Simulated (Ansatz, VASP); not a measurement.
RuCl2 in VASP and in Ansatz

```
Ru Cl
1.0
     3.61931    0.00000    0.00000
    -1.80966    3.13441    0.00000
     0.00000    0.00000    5.83870
Ru Cl
1 2
Direct
  0.00000 0.00000 0.00000
  0.33333 0.66667 0.25200
  0.66667 0.33333 0.74800
```

Alike in both runs: task single point; functional PBE; k mesh 9 × 9 × 5; occupations fermi-dirac, width 0.05 eV; no spin polarisation.

|  | VASP | Ansatz |
| --- | --- | --- |
| version | VASP 6.6.1 | Ansatz 0.2.0 |
| potentials or method | VASP PAW PBE potentials, release 64 (Ru_pv, Cl) | Ansatz PAW |
| plane-wave cutoff (eV) | 520 | 420 |
| valence electrons in the cell | 28 | 30 |

```tsv
	VASP	Ansatz	Ansatz less VASP
gap on the k mesh at the Fermi level (eV)	0.55	0.55	0.000
least direct gap on the mesh (eV)	0.73	0.73	+0.001
pressure (GPa)	-8.9	-8.8	+0.09
traceless stress, the component that is largest in VASP (GPa)	-2.59	-2.61	-0.023
rms of the force components (eV/Å)	0.886	0.887	+0.0011
```

Atom by atom the forces differ by 0.001 eV/Å (rms over components). The functional is the same, so the differences come from potentials, cutoffs and numerics. VASP's potentials hold 28 valence electrons a cell and Ansatz's 30, so a difference there can come from the potentials and not from the codes.

Noted on Ansatz's run: odd divisions of the mesh miss points on the zone boundary, where band edges often lie, so the gap on the mesh can be too wide.
